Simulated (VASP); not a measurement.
# NaF (Villiaumite): single point with LDA

The system is NaF (Villiaumite).

```
CELL_PARAMETERS angstrom
0.00000 2.27264 2.27264
2.27264 0.00000 2.27264
2.27264 2.27264 0.00000
ATOMIC_POSITIONS crystal
Na 0.00000 0.00000 0.00000
F 0.50000 0.50000 0.50000
```

| Item | Value |
| --- | --- |
| Program | VASP 6.6.1 |
| Task | single point |
| Functional | LDA |
| Potentials or basis | VASP PAW LDA potentials, release 64 (Na_pv, F) |
| Cutoff | 520 eV |
| k mesh | 10 × 10 × 10 |
| Occupations | fermi-dirac, width 0.05 eV |
| Spin | no spin polarisation |
| Dipole correction | no |
| Further INCAR settings | ALGO = Normal; EDIFF = 1e-06; NBANDS = 14 |

The pressure is -1.7 GPa and the band gap on the k mesh is 6.27 eV, direct.

Levels at points of the mesh, in eV from the valence-band top:
| k point | band 5 | band 6 | band 7 | band 8 | band 9 | band 10 |
| --- | --- | --- | --- | --- | --- | --- |
| (0.00, 0.00, 0.00) | 0.00 | 0.00 | 0.00 | 6.27 | 18.93 | 18.93 |
| (0.50, 0.00, 0.00) | -1.80 | -0.30 | -0.30 | 10.74 | 12.59 | 20.29 |
| (0.50, 0.50, 0.00) | -1.42 | -0.45 | -0.45 | 13.02 | 13.23 | 13.82 |

Wall time 6.7 s on 1 thread of Intel(R) Xeon(R) Platinum 8259CL CPU @ 2.50GHz (Skylake/Cascade Lake), with other jobs on the host, peak memory 0.13 GiB.

A k mesh can miss the band edges. Expect the measured gap to be larger: semilocal functionals such as LDA lack the derivative discontinuity.
